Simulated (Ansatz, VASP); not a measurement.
## Two plane-wave programs on Lu

```xyz
1
Lattice="0.0000 2.5781 2.5781 2.5781 0.0000 2.5781 2.5781 2.5781 0.0000" Properties=species:S:1:pos:R:3 pbc="T T T"
Lu    0.0000    0.0000    0.0000
```

Alike in both runs: task single point; functional RPBE; k mesh 12 × 12 × 12; occupations fermi-dirac, width 0.1 eV; no spin polarisation.

|  | VASP | Ansatz |
| --- | --- | --- |
| version | VASP 6.6.1 | Ansatz 0.2.0 |
| potentials or method | VASP PAW PBE potentials, release 64 (Lu), cutoff 520 eV | plane waves (420 eV) with PAW, scalar-relativistic |
| valence electrons in the cell | 25 | 25 |

Ansatz gave:

| Quantity | Value |
| --- | --- |
| pressure (GPa) | -3.7 |

**Question.** What did VASP give for the same quantities?

**Answer.** Pressure (GPa): -3.5.

VASP's potentials were made for PBE, not for RPBE.

Neither program's run includes spin-orbit coupling.
